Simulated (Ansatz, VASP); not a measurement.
**Two plane-wave programs on BN**

```
B N
1.0
    -2.54101    0.00000    0.00000
    -1.27051   -2.20058    0.00000
    -0.95288   -0.55015   12.60989
B N
6 6
Direct
  0.65106 0.65106 0.06244
  0.56772 0.56772 0.39578
  0.48439 0.48439 0.72911
  0.10939 0.10939 0.89578
  0.27606 0.27606 0.22911
  0.19272 0.19272 0.56244
  0.43226 0.43226 0.93762
  0.59893 0.59893 0.27096
  0.51559 0.51559 0.60429
  0.14059 0.14059 0.77096
  0.30726 0.30726 0.10429
  0.22393 0.22393 0.43762
```

Alike in both runs: task single point; functional PBEsol; k mesh 10 × 10 × 2; occupations gaussian, width 0.05 eV; no spin polarisation.

|  | VASP | Ansatz |
| --- | --- | --- |
| version | VASP 6.6.1 | Ansatz 0.2.0 |
| potentials or method | VASP PAW PBE potentials, release 64 (B, N), cutoff 600 eV | scalar-relativistic, plane waves, PAW |
| valence electrons in the cell | 48 | 48 |

Ansatz gave:

| Quantity | Value |
| --- | --- |
| gap on the k mesh at the Fermi level (eV) | 2.61 |
| least direct gap on the mesh (eV) | 3.55 |
| pressure (GPa) | 2.6 |
| traceless stress, the component that is largest in VASP (GPa) | 15.36 |
| rms of the force components (eV/Å) | 0.985 |

Problem. Estimate VASP's values.

Solution. gap on the k mesh at the Fermi level (eV): 2.61; least direct gap on the mesh (eV): 3.55; pressure (GPa): 2.9; traceless stress, the component that is largest in VASP (GPa): 15.38; rms of the force components (eV/Å): 0.983.

VASP's potentials were made for PBE, not for PBEsol. Atom by atom the forces differ by 0.005 eV/Å (rms over components).
